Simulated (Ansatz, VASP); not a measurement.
# MgO: VASP beside Ansatz

POSCAR

```
MgO
1.0
    2.6233491285      0.0000000000      0.0000000000
    0.0000000000      2.6233491285      0.0000000000
    0.0000000000      0.0000000000      2.6233491285
Mg O
1 1
Direct
    0.0000000000      0.0000000000      0.0000000000
    0.5000000000      0.5000000000      0.5000000000
```

The input INCAR.step1:

```
SYSTEM = MgO
  ALGO = Normal
  EDIFF = 1E-5
  ENCUT = 660
  GGA = PE
  GGA_COMPAT = .FALSE.
  ISMEAR = 0
  LASPH = .TRUE.
  LCHARG = .FALSE.
  LREAL = .FALSE.
  LWAVE = .TRUE.
  NBANDS = 11
  NELM = 120
  PREC = Accurate
  SIGMA = 0.01
```

File INCAR.step2:

```
SYSTEM = MgO
  ALGO = Normal
  EDIFF = 1E-6
  ENCUT = 660
  GGA_COMPAT = .FALSE.
  ISIF = 2
  ISMEAR = 0
  ISTART = 1
  LASPH = .TRUE.
  LCHARG = .FALSE.
  LMIXTAU = .TRUE.
  LREAL = .FALSE.
  LWAVE = .FALSE.
  METAGGA = R2SCAN
  NBANDS = 11
  NELM = 120
  PREC = Accurate
  SIGMA = 0.01
```

File KPOINTS:

```
k-points
0
G
  4 4 4
  0 0 0
```

Input for Ansatz:

```yaml
crystal:
  lattice:
    - [2.6233491285, 0.0, 0.0]
    - [0.0, 2.6233491285, 0.0]
    - [0.0, 0.0, 2.6233491285]
  atoms:
    - { symbol: Mg, position: [0.0, 0.0, 0.0] }
    - { symbol: O, position: [0.5, 0.5, 0.5] }
kpoints:
  mp_grid: { grid: [4, 4, 4] }
hamiltonian:
  xc: r2scan
scf:
  occupations: { method: fixed }
output:
  optics:
    e_range: [0.5, 6]
    de: 0.1
    sigma: 0.03
    scissors: 2.5
    scheme: gaussian
    bands: { spectra_wanted_up_to: 6 }
  write_density: true
  write_potential: true
  elf: true
  volumetric_format: npy
```

Alike in both runs: task single point; functional r2SCAN; k mesh 4 × 4 × 4; no spin polarisation.

```csv
,VASP,Ansatz
version,VASP 6.6.1,Ansatz 0.2.0
potentials or method,"VASP PAW PBE potentials, release 64 (Mg, O)","plane waves, PAW"
plane-wave cutoff (eV),660,500
occupations,"gaussian, width 0.01 eV",fixed
valence electrons in the cell,8,16
```

Ansatz gave:

| Item | Value |
| --- | --- |
| gap on the k mesh at the Fermi level (eV) | 3.47 |

**Question.** Which values does VASP return?

**Answer.** gap on the k mesh at the Fermi level (eV): 3.43.

VASP's potentials were made for PBE, not for r2SCAN. VASP's potentials hold 8 valence electrons a cell and Ansatz's 16, so a difference there can come from the potentials and not from the codes. Ansatz's warnings: optics band completion.

The k mesh is coarse, so the values compare programs but aren't converged.
